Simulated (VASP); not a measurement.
A run of VASP 6.6.1:

Contents of INCAR:

```
SYSTEM = Al2Pd
ALGO = Normal ; EDIFF = 1E-6
ENCUT = 500 ; GGA = PS
GGA_COMPAT = .FALSE. ; ISIF = 2
ISMEAR = -1 ; LASPH = .TRUE.
LCHARG = .FALSE. ; LREAL = .FALSE.
LWAVE = .FALSE. ; NBANDS = 15
NELM = 120 ; PREC = Accurate
SIGMA = 0.05
```

File KPOINTS:

```
k-points
0
G
  11 11 11
  0 0 0
```

The input POSCAR:

```
Al2Pd
1.0
    0.0000000000      2.3410479315      2.3410479315
    2.3410479315      0.0000000000      2.3410479315
    2.3410479315      2.3410479315      0.0000000000
Al Pd
2 1
Direct
    0.2500000000      0.2500000000      0.2500000000
    0.7500000000      0.7500000000      0.7500000000
    0.0000000000      0.0000000000      0.0000000000
```

Potentials or basis: VASP PAW PBE potentials, release 64 (Al, Pd).

Command:

```bash
$ cat potpaw_PBE.64/Al/POTCAR potpaw_PBE.64/Pd/POTCAR > POTCAR
$ mpirun -np 1 vasp_std > vasp.out
```

Hardware: 1 thread of AMD EPYC 9R45 96-Core Processor (Zen 5) (shared host).

Problem. Estimate the wall time of this run.

Solution. It took 8.5 s on 1 thread of AMD EPYC 9R45 96-Core Processor (Zen 5), with other jobs on the host, peak memory 0.12 GiB. Counts: scf iterations 12, k points 56.
